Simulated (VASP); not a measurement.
# Mg9Zn7O16 (P1) in VASP: further runs, part 2 of 2

VASP 6.6.1. The steps go on from the part before.

### Step 3. Single point, PBEsol

File INCAR:

```
SYSTEM = Mg9Zn7O16
ALGO = Normal ; EDIFF = 1E-7
ENCUT = 520 ; GGA = PS
ISIF = 2 ; ISMEAR = -1
ISYM = 0 ; LASPH = .True.
LCHARG = .False. ; LREAL = Auto
LWAVE = .False. ; NBANDS = 236
NELM = 100 ; PREC = Accurate
SIGMA = 0.05
```

File KPOINTS:

```
Automatic mesh
0
Gamma
  1 1 1
  0.25 0.25 0.25
```

File POSCAR:

```
Mg9Zn7O16
1.0
    8.4745324113      0.0000000000      0.0000000000
    0.0000000000      8.4745324113      0.0000000000
    0.0000000000      0.0000000000      8.4745324113
O Mg Zn
32 18 14
Direct
    0.2504440000      0.0003460000      0.0029060000
    0.2523000000      0.0023520000      0.4986650000
    0.2471160000      0.4995890000      0.9978430000
    0.2476600000      0.4977480000      0.5019100000
    0.7504250000      0.0002710000      0.0006230000
    0.7487680000      0.9983480000      0.4995220000
    0.7516140000      0.4997590000      0.0020200000
    0.7519520000      0.5017360000      0.4981320000
    0.0028200000      0.2500400000      0.0024530000
    0.0028080000      0.2520290000      0.4983890000
    0.0027840000      0.7502610000      0.9999620000
    0.9976660000      0.7474380000      0.4999940000
    0.4982190000      0.2475580000      0.9976950000
    0.4979540000      0.2473470000      0.5022950000
    0.4980020000      0.7524320000      0.0000160000
    0.5028400000      0.7529420000      0.5008170000
    0.0019040000      0.9993950000      0.2476050000
    0.0004020000      0.9984520000      0.7519920000
    0.9963570000      0.4995830000      0.2499510000
    0.0028310000      0.5030530000      0.7501000000
    0.4975330000      0.9966200000      0.2501480000
    0.5012200000      0.0000160000      0.7502670000
    0.5008730000      0.5014850000      0.2503230000
    0.4983300000      0.5003990000      0.7498810000
    0.2474010000      0.2473000000      0.2502740000
    0.2537170000      0.2529340000      0.7504460000
    0.2497960000      0.7518760000      0.2483270000
    0.2508190000      0.7477800000      0.7524310000
    0.7509530000      0.2514840000      0.2507390000
    0.7494180000      0.2509180000      0.7497090000
    0.7495730000      0.7466670000      0.2526560000
    0.7503550000      0.7496370000      0.7479650000
    0.9994710000      0.0002830000      0.9994820000
    0.9989290000      0.4999540000      0.9995480000
    0.9996810000      0.4995900000      0.5003820000
    0.5014060000      0.0001600000      0.0004250000
    0.5007870000      0.0003560000      0.5003470000
    0.2507000000      0.2502490000      0.0002390000
    0.2503630000      0.2500760000      0.5004440000
    0.2504810000      0.7497810000      0.0004340000
    0.7501770000      0.7500450000      0.5003050000
    0.2499200000      0.9996090000      0.2506760000
    0.2505020000      0.5002560000      0.7498180000
    0.7482540000      0.4985420000      0.2500300000
    0.9990520000      0.2491380000      0.2505040000
    0.9995670000      0.7497570000      0.2504470000
    0.0004160000      0.7508610000      0.7497010000
    0.5017760000      0.2507260000      0.7499650000
    0.4997730000      0.7489610000      0.2505020000
    0.5009720000      0.7496310000      0.7502510000
    0.0006830000      0.9999650000      0.4998220000
    0.4994210000      0.4998660000      0.9998310000
    0.5001240000      0.5000370000      0.5002620000
    0.2504810000      0.7498660000      0.5003130000
    0.7504490000      0.2499910000      0.0001850000
    0.7505400000      0.2500180000      0.5002320000
    0.7502550000      0.7497360000      0.0005950000
    0.2513350000      0.0001230000      0.7510870000
    0.2482420000      0.4994830000      0.2498320000
    0.7495930000      0.9991120000      0.2503300000
    0.7504170000      0.0000350000      0.7499730000
    0.7507310000      0.5004880000      0.7497310000
    0.0016730000      0.2505920000      0.7503230000
    0.4988680000      0.2488870000      0.2504660000
```

Potentials or basis: VASP PAW PBE potentials, release 64 (O, Mg, Zn).

On the command line:

```bash
$ cat potpaw_PBE.64/O/POTCAR potpaw_PBE.64/Mg/POTCAR potpaw_PBE.64/Zn/POTCAR > POTCAR
$ mpirun -np 1 vasp_std > vasp.out
```

OUTCAR:

```text
SYSTEM = Mg9Zn7O16
   EDIFF = 1E-7
   ENCUT = 520
   GGA = PS
   ISIF = 2
   ISMEAR = -1
   ISYM = 0
   LASPH = .True.
   LREAL = Auto
   NELM = 100
   PREC = Accurate

 ion  position               nearest neighbor table
   1  0.250  0.000  0.003-  42 2.10  38 2.12  40 2.12  36 2.13  33 2.13  58 2.13
   2  0.252  0.002  0.499-  39 2.10  42 2.10  37 2.11  51 2.13  58 2.14  54 2.14
   3  0.247  0.500  0.998-  43 2.10  34 2.10  38 2.11  40 2.12  59 2.14  52 2.14
[... 1207 lines left out ...]
  Total        0.6061091      0.8902687      0.6812588     -0.9882286      0.6234730      0.1855183
  in kB        1.5955638      2.3436051      1.7933930     -2.6014816      1.6412737      0.4883712
  external PRESSURE =       1.9108540 kB  Pullay stress =       0.0000000 kB

 VOLUME and BASIS-vectors are now :
 -----------------------------------------------------------------------------
  energy-cutoff  :      520.00
  volume of cell :      608.62
      direct lattice vectors                 reciprocal lattice vectors
     8.474532411  0.000000000  0.000000000     0.118000611  0.000000000  0.000000000
     0.000000000  8.474532411  0.000000000     0.000000000  0.118000611  0.000000000
     0.000000000  0.000000000  8.474532411     0.000000000  0.000000000  0.118000611

 POSITION                                       TOTAL-FORCE (eV/Angst)
 -----------------------------------------------------------------------------------
      2.12240      0.00293      0.02463        -0.003406      0.003864      0.035655
      2.13812      0.01993      4.22595         0.056271      0.043802     -0.063249
      2.09419      4.23378      8.45625        -0.030784      0.006126     -0.040586
      2.09880      4.21818      4.25345        -0.036807     -0.056302      0.054252
      6.35950      0.00230      0.00528        -0.002757     -0.010583     -0.008642
      6.34546      8.46053      4.23322        -0.046418     -0.046723      0.018769
[... 56 lines left out ...]
      0.01418      2.12365      6.35864        -0.005335     -0.000385      0.002518
      4.22767      2.10920      2.12258         0.011250      0.008686     -0.011316
 -----------------------------------------------------------------------------------
    total drift:                               -0.012768      0.014681     -0.024278

  FREE ENERGIE OF THE ION-ELECTRON SYSTEM (eV)
  ---------------------------------------------------
  free  energy   TOTEN  =      -358.3656516797 eV

  energy  without entropy=     -358.3656516796  energy(sigma->0) =     -358.36565168
```

stdout:

```text
POSCAR found type information on POSCAR O MgZn
 POSCAR found :  3 types and      64 ions
 scaLAPACK will be used
 -----------------------------------------------------------------------------
|                                                                             |
|                                                                             |
|     You enforced a specific xc type in the INCAR file but a different       |
|     I HOPE YOU KNOW WHAT YOU ARE DOING!                                     |
|                                                                             |
 -----------------------------------------------------------------------------

 LDA part: xc-table for (Slater+PW92), standard interpolation
 POSCAR, INCAR and KPOINTS ok, starting setup
 FFT: planning ... GRIDC
 FFT: planning ... GRID_SOFT
 FFT: planning ... GRID
 WAVECAR not read
 entering main loop
```

Wall time 23 min (1 thread of Intel Xeon 6975P-C (Granite Rapids), shared host); peak memory 0.78 GiB.

What came out:

- Free energy: -358.3657 eV
- Pressure: 0.2 GPa
- Largest force: 0.098 eV/Å
- Band gap on the k mesh: 3.56 eV, indirect (the least direct gap lies 3.2 meV higher)

Forces on the atoms (eV/Å):
```
O   -0.003  0.004  0.036
O    0.056  0.044 -0.063
O   -0.031  0.006 -0.041
O   -0.037 -0.056  0.054
O   -0.003 -0.011 -0.009
O   -0.046 -0.047  0.019
O    0.042 -0.013  0.041
O    0.053  0.047 -0.067
O    0.030 -0.014  0.044
O    0.034  0.046 -0.059
O    0.028  0.001  0.002
O   -0.048 -0.030  0.017
O   -0.044 -0.048 -0.029
O   -0.041 -0.040  0.068
O   -0.049  0.056  0.001
O    0.045  0.035 -0.017
O    0.048  0.004 -0.048
O   -0.002 -0.057  0.046
O   -0.052  0.003 -0.002
O    0.028  0.037  0.002
O   -0.024 -0.029  0.009
O    0.003  0.000  0.013
O    0.062  0.044 -0.013
O   -0.038  0.000  0.010
O   -0.040 -0.032  0.014
O    0.032  0.044 -0.021
O    0.004  0.033 -0.053
O    0.003 -0.060  0.042
O    0.054  0.044 -0.018
O   -0.047 -0.011  0.012
O   -0.005 -0.053  0.053
O    0.003  0.010 -0.042
Mg   0.005  0.014  0.007
Mg   0.020 -0.019  0.008
Mg   0.008  0.001 -0.002
Mg  -0.008  0.007 -0.002
Mg  -0.010 -0.004 -0.006
Mg  -0.008 -0.005  0.006
Mg   0.000 -0.009 -0.002
Mg  -0.010  0.003 -0.011
Mg   0.005  0.009  0.001
Mg  -0.007  0.000  0.003
Mg   0.004  0.002 -0.003
Mg  -0.003  0.007 -0.005
Mg  -0.003  0.002 -0.002
Mg   0.004  0.008 -0.003
Mg  -0.004  0.007 -0.004
Mg   0.015 -0.004  0.010
Mg  -0.008 -0.006 -0.005
Mg  -0.007  0.013  0.004
Zn  -0.002 -0.006  0.003
Zn  -0.004  0.003  0.010
Zn  -0.014 -0.002 -0.008
Zn  -0.010  0.009  0.004
Zn  -0.003  0.006  0.003
Zn  -0.009 -0.001 -0.005
Zn   0.011 -0.001  0.000
Zn   0.007  0.010  0.007
Zn  -0.001 -0.001  0.003
Zn   0.011 -0.004  0.003
Zn  -0.004  0.002 -0.010
Zn   0.005 -0.003  0.005
Zn  -0.005  0.000  0.003
Zn   0.011  0.009 -0.011
```

Stress tensor (GPa, compression positive):
```
 0.16 -0.26  0.05
-0.26  0.23  0.16
 0.05  0.16  0.18
```

Levels at points of the mesh, in eV from the valence-band top:
| k point | band 196 | band 197 | band 198 | band 199 | band 200 | band 201 |
| --- | --- | --- | --- | --- | --- | --- |
| (0.25, 0.25, 0.25) | -0.15 | -0.06 | -0.02 | 3.57 | 5.02 | 5.14 |

Caveat: the k points lie up to 0.74 Å⁻¹ apart; the PAW data sets were made with another functional, which shifts forces and pressure a little.
